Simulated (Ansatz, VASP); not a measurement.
Hf in VASP and in Ansatz

```
CELL_PARAMETERS angstrom
-1.84110 1.80500 1.80500
1.80500 -1.84110 1.80500
1.80500 1.80500 -1.84110
ATOMIC_POSITIONS crystal
Hf 0.00000 0.00000 0.00000
```

Change from the starting cell: equal xy, yz and zx shear strains of -2 %.

Alike in both runs: task single point; functional PBE; k mesh 14 × 14 × 14; occupations fermi-dirac, width 0.05 eV; no spin polarisation.

|  | VASP | Ansatz |
| --- | --- | --- |
| version | VASP 6.6.1 | Ansatz 0.2.0 |
| potentials or method | VASP PAW PBE potentials, release 64 (Hf_pv), cutoff 520 eV | all-electron LAPW, scalar-relativistic |

```tsv
	VASP	Ansatz	Ansatz less VASP
pressure (GPa)	-5.2	-4.9	+0.37
traceless stress, the component that is largest in VASP (GPa)	0.92	0.93	+0.013
```

Ansatz ran all-electron here, and VASP with PAW potentials.

Neither program's run includes spin-orbit coupling.
